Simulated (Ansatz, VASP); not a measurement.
## Two plane-wave programs on AlSn

INCAR

```
SYSTEM = AlSn
PREC = Accurate
ENCUT = 520
EDIFF = 1E-6
ISMEAR = 0
SIGMA = 0.018000000000000002
LREAL = .FALSE.
LASPH = .TRUE.
NELM = 100
ALGO = Fast
ISIF = 2
LWAVE = .FALSE.
LCHARG = .FALSE.
GGA = PE
NBANDS = 16
```

Contents of KPOINTS:

```
Automatic mesh
0
G
  7 7 8
  0 0 0
```

Contents of POSCAR:

```
AlSn
1.0
    4.1981056157      0.0000000000      0.0000000000
   -2.0990528078      3.6356661109      0.0000000000
    0.0000000000      0.0000000000      3.3068470000
Sn Al
1 1
Direct
    0.3333333333      0.6666666667      0.5000000000
    0.0000000000      0.0000000000      0.0000000000
```

The input input.yaml:

```yaml
crystal:
  lattice:
    - [4.1981056157, 0.0, 0.0]
    - [-2.0990528078, 3.6356661109, 0.0]
    - [0.0, 0.0, 3.306847]
  atoms:
    - { symbol: Sn, position: [0.3333333333, 0.6666666667, 0.5] }
    - { symbol: Al, position: [0.0, 0.0, 0.0] }
hamiltonian:
  xc: pbe
  pseudopotentials: { kind: paw }
kpoints:
  mp_grid: { grid: [7, 7, 8] }
scf:
  occupations: { method: gaussian, width: 0.018 }
output:
  forces: true
  stress: true
  eigenvalues: true
```

Alike in both runs: task single point; functional PBE; k mesh 7 × 7 × 8; occupations gaussian, width 0.018 eV; no spin polarisation.

```csv
,VASP,Ansatz
version,VASP 6.6.1,Ansatz 0.2.0
potentials or method,"VASP PAW PBE potentials, release 64 (Sn_d, Al)",Ansatz PAW
plane-wave cutoff (eV),520,420
valence electrons in the cell,17,17
```

|  | VASP | Ansatz | Ansatz less VASP |
| --- | --- | --- | --- |
| gap on the k mesh at the Fermi level (eV) | none | none | - |
| pressure (GPa) | 0.2 | 0.3 | +0.05 |
| traceless stress, the component that is largest in VASP (GPa) | 0.54 | 0.54 | -0.001 |

A gap of «none» marks a metal or a gap that the smearing closes. With one functional, cell and mesh, what is left measures potentials, basis and numerics.
